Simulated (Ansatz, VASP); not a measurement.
Given: the input of a run of Ansatz 0.2.0 on Fe.

input.yaml

```yaml
crystal:
  lattice:
    - [-1.443, 1.443, 1.443]
    - [1.443, -1.443, 1.443]
    - [1.443, 1.443, -1.443]
  atoms:
    - { symbol: Fe, position: [0.0, 0.0, 0.0], spin: 2.2 }
hamiltonian:
  xc: pbesol
  pseudopotentials: { kind: paw }
magnetization:
  spin_polarized: true
  initial_magnetization: 2.2
  spin_locking: { lock_magnetization: hard }
kpoints:
  mp_grid: { grid: [11, 11, 11] }
scf:
  occupations: { method: fermi_dirac, width: 0.05 }
  lower_state_search: "off"
output:
  forces: true
  stress: true
  eigenvalues: true
```

Potentials or basis: Ansatz PAW.

Run with:

```sh
$ ansatz run input.yaml --threads 2 --pin off --max-ram 5632MiB --backend cpu --events-out ev --progress --plain --runs-dir out
```

Q: Translate it to VASP 6.6.1. Potentials there: VASP PAW PBE potentials, release 64 (Fe_sv).

A: As run (the cutoff follows the program's own potentials):

INCAR

```
SYSTEM = Fe
PREC     = Accurate       ! precision mode
ENCUT    = 600            ! plane-wave cutoff, eV
EDIFF    = 1E-6           ! SCF threshold, eV
ISMEAR   = -1             ! smearing method
SIGMA    = 0.05           ! smearing width, eV
LREAL    = .FALSE.        ! projectors in reciprocal space
LASPH    = .TRUE.         ! aspherical terms in the spheres
NELM     = 200            ! most SCF steps
ALGO     = Normal         ! electronic algorithm
ISIF     = 2              ! what is computed and relaxed
LWAVE    = .FALSE.        ! write WAVECAR
LCHARG   = .TRUE.         ! write CHGCAR
ISPIN    = 2              ! spin polarisation
MAGMOM   = 2.2            ! initial moments
LORBIT   = 11             ! projections on sites
NUPDOWN  = 2.2            ! fixed moment
LMAXMIX  = 4              ! l up to which the mixer works
GGA      = PS             ! functional
LELF     = .TRUE.         ! ELF
LVHAR    = .TRUE.       
NBANDS   = 18             ! bands
GGA_COMPAT= .FALSE.
```

File KPOINTS:

```
Automatic mesh
0
G
  11 11 11
  0 0 0
```

POSCAR

```
Fe
1.0
   -1.4430000000      1.4430000000      1.4430000000
    1.4430000000     -1.4430000000      1.4430000000
    1.4430000000      1.4430000000     -1.4430000000
Fe
1
Direct
    0.0000000000      0.0000000000      0.0000000000
```

Potentials or basis: VASP PAW PBE potentials, release 64 (Fe_sv).

Run with:

```sh
$ cat potpaw_PBE.64/Fe_sv/POTCAR > POTCAR
$ mpirun -np 1 vasp_std > vasp.out
```

Both were run:

|  | VASP | Ansatz | Ansatz less VASP |
| --- | --- | --- | --- |
| pressure (GPa) | -22.3 | -19.1 | +3.21 |
| net moment per atom (μB) | 2.20 | 2.20 | 0.000 |
| size of the moment on the site where the two differ most (μB) | 2.21 | 2.25 | +0.044 |

VASP's potentials were made for PBE, not for PBEsol. Site moments also hang on the region over which each program counts them. The functional is the same, so the differences come from potentials, cutoffs and numerics.
